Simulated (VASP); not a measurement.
Wanted: the native input for a VASP 6.6.1 run.

```yaml
Task: single point
Functional: RPBE
Potentials_or_basis: VASP PAW PBE potentials, release 64 (Si)
Cutoff: 520 eV
k_mesh: 8 × 8 × 8
Occupations: fermi-dirac, width 0.05 eV
Spin: no spin polarisation
Dipole_correction: no
Further_INCAR_settings: ALGO = Normal; EDIFF = 1e-06; NBANDS = 11
```

The structure of Si lies in POSCAR:

```
Si
1.0
    0.0000000000      2.7505871145      2.7505871145
    2.7505871145      0.0000000000      2.7505871145
    2.7505871145      2.7505871145      0.0000000000
Si
2
Direct
    0.5000000000      0.5000000000      0.5000000000
    0.7500000000      0.7500000000      0.7500000000
```

The input as run:

INCAR

```
  ALGO = Normal
  EDIFF = 1E-6
  ENCUT = 520
  GGA = RP
  ISIF = 2
  ISMEAR = -1
  LASPH = True
  LCHARG = False
  LREAL = False
  LWAVE = False
  NBANDS = 11
  NELM = 100
  PREC = Accurate
  SIGMA = 0.05
```

KPOINTS

```
k-points
0
Gamma
  8 8 8
```

Potentials or basis: VASP PAW PBE potentials, release 64 (Si).

The run is started by

```sh
$ cat potpaw_PBE.64/Si/POTCAR > POTCAR
$ mpirun -np 1 vasp_std > vasp.out
```

It gave:

The pressure is -0.2 GPa and the band gap on the k mesh is 0.74 eV, indirect (least direct gap 2.55 eV).

Caveat: the PAW data sets were made with another functional, which shifts forces and pressure a little.

It took 11 s on 1 thread of AMD EPYC 9R45 (Zen 5), with other jobs on the host, peak memory 0.12 GiB.
